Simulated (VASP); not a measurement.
Wanted: the native input for a VASP 6.6.1 run.

```yaml
Task: single point
Functional: PBE
Potentials_or_basis: VASP PAW PBE potentials, release 64 (Zr_sv)
Cutoff: 520 eV
k_mesh: 16 × 16 × 14
Occupations: fermi-dirac, width 0.1 eV
Spin: no spin polarisation
Dipole_correction: no
Further_INCAR_settings: ALGO = Normal; EDIFF = 1e-07; NBANDS = 12
```

The structure of Zr lies in POSCAR:

```
Zr
1.0
    2.3403987868      0.0000000000      0.0000000000
   -1.1701993934      2.0268448044      0.0000000000
    0.0000000000      0.0000000000      2.2642938997
Zr
1
Direct
    0.0000000000      0.0000000000      0.0000000000
```

This isn't the form of Zr at room conditions, which is hcp.

One way to write it, as run:

INCAR

```
PREC = Accurate ; ENCUT = 520
EDIFF = 1E-7 ; ISMEAR = -1
SIGMA = 0.1 ; LREAL = False
LASPH = True ; NELM = 100
ALGO = Normal ; ISIF = 2
LWAVE = False ; LCHARG = True
GGA = PE ; LELF = True
LVHAR = True ; NBANDS = 12
```

KPOINTS

```
regular mesh
0
Gamma
  16 16 14
```

Potentials or basis: VASP PAW PBE potentials, release 64 (Zr_sv).

Command:

```bash
$ cat potpaw_PBE.64/Zr_sv/POTCAR > POTCAR
$ mpirun -np 1 vasp_std > vasp.out
```

Results of the run:

| Property | Result |
| --- | --- |
| Pressure | 285.8 GPa |
| Band gap on the k mesh | zero (bands 6 and 7 overlap by 3.57 eV) |

Caveat: the cell stands under pressure.

Wall time 15 s on 1 thread of Intel Xeon 6455B, on a shared host, peak memory 0.14 GiB.
